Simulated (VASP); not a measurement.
Crystal: Ca2PbSe3.

```xyz
6
Lattice="6.7576 0.0000 0.0000 -3.3788 5.8522 0.0000 0.0000 0.0000 4.1148" Properties=species:S:1:pos:R:3 pbc="T T T"
Ca    0.0000    3.9015    0.0000
Ca    3.3788    1.9507    0.0000
Pb    0.0000    0.0000    0.0000
Se    3.3788    0.0000    2.0574
Se    1.6894    2.9261    2.0574
Se   -1.6894    2.9261    2.0574
```

- Program: VASP 6.6.1
- Task: relaxation of cell and atoms
- Functional: PBE
- Potentials or basis: VASP PAW PBE potentials, release 64 (Ca_sv, Pb_d, Se)
- Cutoff: 600 eV
- k mesh: 6 × 6 × 10
- Occupations: gaussian, width 0.1 eV
- Spin: no spin polarisation

At the start: pressure 3.0 GPa; volume 27.12 Å³/atom.

Q: How do energy, volume and symmetry change on relaxing?

A: Over 7 steps the energy falls by 84.7 meV/atom and the volume is 30.73 Å³/atom (+13.3 %); space group P6/mmm (No. 191, to 0.1 Å) before and after.

Step by step:
| step | energy change (eV) | largest force (eV/Å) | pressure (GPa) | volume (Å³) |
| --- | --- | --- | --- | --- |
| 1 | 0.0000 | 0.0000 | 3.05 | 162.73 |
| 2 | -0.2740 | 0.0000 | 0.50 | 175.09 |
| 3 | -0.3665 | 0.0000 | -1.47 | 188.01 |
| 4 | -0.5040 | 0.0000 | -0.50 | 187.02 |
| 5 | -0.5050 | 0.0000 | -0.42 | 186.92 |
| 6 | -0.5050 | 0.0000 | -0.40 | 186.89 |
| 7 | -0.5083 | 0.0000 | 0.01 | 184.37 |

Final structure:
```
Ca Pb Se
1.0
     7.41946    0.00000    0.00000
    -3.70973    6.42544    0.00000
     0.00000    0.00000    3.86735
Ca Pb Se
2 1 3
Direct
  0.33333 0.66667 0.00000
  0.66667 0.33333 0.00000
  0.00000 0.00000 0.00000
  0.50000 0.00000 0.50000
  0.50000 0.50000 0.50000
  0.00000 0.50000 0.50000
```
